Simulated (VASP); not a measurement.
# MgBe2Te3 (P6/mmm) in VASP: a series of runs, part 2 of 2

VASP 6.6.1. Earlier steps stand in the parts before.

## 4. Single point, PBE

This run uses another cell than the first one, of 30.77 Å³/atom, 1.314 times its volume.

File INCAR:

```
SYSTEM = MgBe2Te3
ALGO = Normal
EDIFF = 1E-7
ENCUT = 520
GGA = PE
ISIF = 2
ISMEAR = 0
LASPH = .TRUE.
LCHARG = .FALSE.
LREAL = .FALSE.
LWAVE = .FALSE.
NBANDS = 21
NELM = 80
PREC = Accurate
SIGMA = 0.1
```

File KPOINTS:

```
k-points
0
G
  3 3 6
  0 0 0
```

File POSCAR:

```
MgBe2Te3
1.0
    8.0153778471      0.0000000000      0.0000000000
   -4.0076889236      6.9415208365      0.0000000000
    0.0000000000      0.0000000000      3.3181177732
Mg Be Te
1 2 3
Direct
    0.0000000000      0.0000000000      0.5000000000
    0.3333333333      0.6666666667      0.0000000000
    0.6666666667      0.3333333333      0.0000000000
    0.5000000000      0.0000000000      0.0000000000
    0.0000000000      0.5000000000      0.0000000000
    0.5000000000      0.5000000000      0.0000000000
```

Potentials or basis: VASP PAW PBE potentials, release 64 (Mg, Be, Te).

The run is started by

```bash
$ cat potpaw_PBE.64/Mg/POTCAR potpaw_PBE.64/Be/POTCAR potpaw_PBE.64/Te/POTCAR > POTCAR
$ mpirun -np 1 vasp_std > vasp.out
```

OUTCAR:

```text
SYSTEM = MgBe2Te3
   EDIFF = 1E-7
   ENCUT = 520
   GGA = PE
   ISIF = 2
   ISMEAR = 0
   LASPH = .TRUE.
   LREAL = .FALSE.
   NELM = 80
   PREC = Accurate

 ion  position               nearest neighbor table
   1  0.000  0.000  0.500-
   2  0.333  0.667  0.000-   5 2.31   4 2.31   6 2.31
   3  0.667  0.333  0.000-   5 2.31   4 2.31   6 2.31
   4  0.500  0.000  0.000-   2 2.31   3 2.31
   5  0.000  0.500  0.000-   2 2.31   3 2.31
   6  0.500  0.500  0.000-   2 2.31   3 2.31

  LATTYP: Found a hexagonal cell.
 ALAT       =     8.0153778471
 C/A-ratio  =     0.4139689777

  Lattice vectors:

 A1 = (   8.0153778471,   0.0000000000,   0.0000000000)
 A2 = (  -4.0076889236,   6.9415208365,   0.0000000000)
 A3 = (   0.0000000000,   0.0000000000,   3.3181177732)

Analysis of symmetry for initial positions (statically):
=====================================================================
 Subroutine PRICEL returns:
 Original cell was already a primitive cell.

 Routine SETGRP: Setting up the symmetry group for a
 hexagonal supercell.

 Subroutine GETGRP returns: Found 24 space group operations
 (whereof 24 operations were pure point group operations)
 out of a pool of 24 trial point group operations.

The static configuration has the point symmetry D_6h.

Analysis of symmetry for dynamics (positions and initial velocities):
=====================================================================
 Subroutine PRICEL returns:
 Original cell was already a primitive cell.

 Routine SETGRP: Setting up the symmetry group for a
 hexagonal supercell.

 Subroutine GETGRP returns: Found 24 space group operations
 (whereof 24 operations were pure point group operations)
 out of a pool of 24 trial point group operations.

The dynamic configuration has the point symmetry D_6h.

[... 111 lines left out ...]
   IMIX   =      4    mixing-type and parameters
     AMIX     =   0.40;   BMIX     =  1.00
     AMIX_MAG =   1.60;   BMIX_MAG =  1.00
  volume/ion in A,a.u.               =      30.77       207.64
  Fermi-wavevector in a.u.,A,eV,Ry     =   0.829319  1.567186  9.357686  0.687770
  Thomas-Fermi vector in A             =   1.941846
   LORBIT       =      0    0 simple, 1 ext, 2 COOP (PROOUT), +10 PAW based schemes
   GGA     = PE    functional components
   LHFCALC =     F    Hartree Fock is set to
   AEXX    =    0.0000 exact exchange contribution
   IVDW    =     0    specifies the selected vdW correction
   LEPSILON=     F    determine dielectric tensor
   LRPA    =     F    only Hartree local field effects (RPA)
 non-spin polarized calculation
 Gauss-broadening in eV      SIGMA  =   0.10
  energy-cutoff  :      520.00
  volume of cell :      184.62
 maximum number of plane-waves:      5004
 NGX is ok and might be reduce to    60
   NGX = 29   NGY = 29   NGZ = 13

 number of electron      24.0000001 magnetization

 Free energy of the ion-electron system (eV)
  ---------------------------------------------------
  ext. energy  EPLUGINS =         0.00000000
  ---------------------------------------------------
  free energy    TOTEN  =       -16.20288596 eV

  energy without entropy =      -16.17759861  energy(sigma->0) =      -16.19024228

 E-fermi :   3.2101     XC(G=0):  -8.0427

 val. band max:        3.2089518252   @ k =   0.3333   0.0000   0.5000
 cond. band min:       3.2612799860   @ k =   0.3333   0.0000   0.1667
 fundamental gap:      0.0523281607
 Fermi energy:         3.2100960755

 k-point     1 :       0.0000    0.0000    0.0000
  band No.  band energies     occupation
      1      -9.1365      2.00000
      2      -8.3332      2.00000
      3      -8.3332      2.00000
      4      -3.5525      2.00000
      5      -1.2689      2.00000
      6      -1.2689      2.00000
[... 277 lines left out ...]
     20       7.3355      0.00000
     21       8.7883      0.00000

------------------------ aborting loop because EDIFF is reached ----------------------------------------

  FORCE on cell =-STRESS in cart. coord.  units (eV):
  Direction    XX          YY          ZZ          XY          YZ          ZX
  --------------------------------------------------------------------------------------
  -------------------------------------------------------------------------------------
  Total       -0.1394921     -0.1394921     -0.3594564      0.0000000      0.0000000      0.0000000
  in kB       -1.2105699     -1.2105699     -3.1195100      0.0000000      0.0000000      0.0000000
  external PRESSURE =      -1.8468833 kB  Pullay stress =       0.0000000 kB

 VOLUME and BASIS-vectors are now :
 -----------------------------------------------------------------------------
  energy-cutoff  :      520.00
  volume of cell :      184.62
      direct lattice vectors                 reciprocal lattice vectors
     8.015377847  0.000000000  0.000000000     0.124760182  0.072030325  0.000000000
    -4.007688924  6.941520836  0.000000000     0.000000000  0.144060649  0.000000000
     0.000000000  0.000000000  3.318117773     0.000000000  0.000000000  0.301375680

 POSITION                                       TOTAL-FORCE (eV/Angst)
 -----------------------------------------------------------------------------------
      0.00000      0.00000      1.65906        -0.000000      0.000000     -0.000000
     -0.00000      4.62768      0.00000         0.000000     -0.000000      0.000000
      4.00769      2.31384      0.00000        -0.000000      0.000000     -0.000000
      4.00769      0.00000      0.00000        -0.000000      0.000000     -0.000000
     -2.00384      3.47076      0.00000        -0.000000      0.000000     -0.000000
      2.00384      3.47076      0.00000        -0.000000      0.000000     -0.000000
 -----------------------------------------------------------------------------------
    total drift:                                0.000000      0.000000     -0.000000

  FREE ENERGIE OF THE ION-ELECTRON SYSTEM (eV)
  ---------------------------------------------------
  free  energy   TOTEN  =       -16.2028859569 eV

  energy  without entropy=      -16.1775986083  energy(sigma->0) =      -16.19024228
```

OSZICAR:

```text
N       E                     dE             d eps       ncg     rms          rms(c)
DAV:   1     0.872130613470E+02    0.87213E+02   -0.82327E+03   504   0.886E+02
DAV:   2    -0.850085830940E+01   -0.95714E+02   -0.91784E+02   665   0.125E+02
DAV:   3    -0.167298218405E+02   -0.82290E+01   -0.81632E+01   667   0.418E+01
DAV:   4    -0.169026366787E+02   -0.17281E+00   -0.17260E+00   656   0.654E+00
DAV:   5    -0.169065860712E+02   -0.39494E-02   -0.39493E-02   653   0.974E-01    0.762E+00
DAV:   6    -0.162717492911E+02    0.63484E+00   -0.15772E+00   544   0.252E+00    0.428E+00
DAV:   7    -0.162070286363E+02    0.64721E-01   -0.14964E-01   580   0.152E+00    0.215E+00
DAV:   8    -0.162042215398E+02    0.28071E-02   -0.34942E-02   600   0.829E-01    0.327E-01
DAV:   9    -0.162027845593E+02    0.14370E-02   -0.64459E-03   575   0.336E-01    0.862E-02
DAV:  10    -0.162028485502E+02   -0.63991E-04   -0.31127E-04   650   0.850E-02    0.656E-02
DAV:  11    -0.162028901254E+02   -0.41575E-04   -0.10108E-04   564   0.454E-02    0.209E-02
DAV:  12    -0.162028856154E+02    0.45100E-05   -0.12420E-05   589   0.147E-02    0.104E-02
DAV:  13    -0.162028859949E+02   -0.37953E-06   -0.35299E-06   593   0.704E-03    0.145E-03
DAV:  14    -0.162028858774E+02    0.11750E-06   -0.24232E-07   525   0.199E-03    0.879E-04
DAV:  15    -0.162028859569E+02   -0.79477E-07   -0.10896E-07   490   0.146E-03
   1 F= -.16202886E+02 E0= -.16190242E+02  d E =-.252873E-01
```

It took 89 s on 1 thread of AMD EPYC 7R13, shared host; peak memory 0.27 GiB.

What came out:

```
Free energy            : -16.2029 eV
Pressure               : -0.2 GPa
Band gap on the k mesh : zero (band 12 reaches 4.59 eV, above the bottom of band 13 at 3.07 eV)
```

Caveat: spin-orbit coupling is left out, which moves the levels of the heavy elements.

## 5. The runs side by side

```tsv
cell	k mesh	gap on the mesh (eV)	pressure (GPa)
a = 6.187, b = 6.187, c = 4.239 Å, angles 90.0, 90.0, 120.0°, 6 atoms	3 × 3 × 4	0.19	50.0
a = 8.034, b = 8.034, c = 3.210 Å, angles 90.0, 90.0, 120.0°, 6 atoms	3 × 3 × 4	none	-0.2
a = 8.015, b = 8.015, c = 3.318 Å, angles 90.0, 90.0, 120.0°, 6 atoms	3 × 3 × 6	none	-0.2
```

Alike in all rows: task single point; level PBE; potentials or basis VASP PAW PBE potentials, release 64 (Mg, Be, Te); no spin polarisation; cutoff (eV) 520; smearing gaussian 0.1 eV.

Caveats: some runs use coarse meshes; spin-orbit coupling is left out, which moves the levels of the heavy elements.

Absolute energies hang on the potentials; compare differences alone.
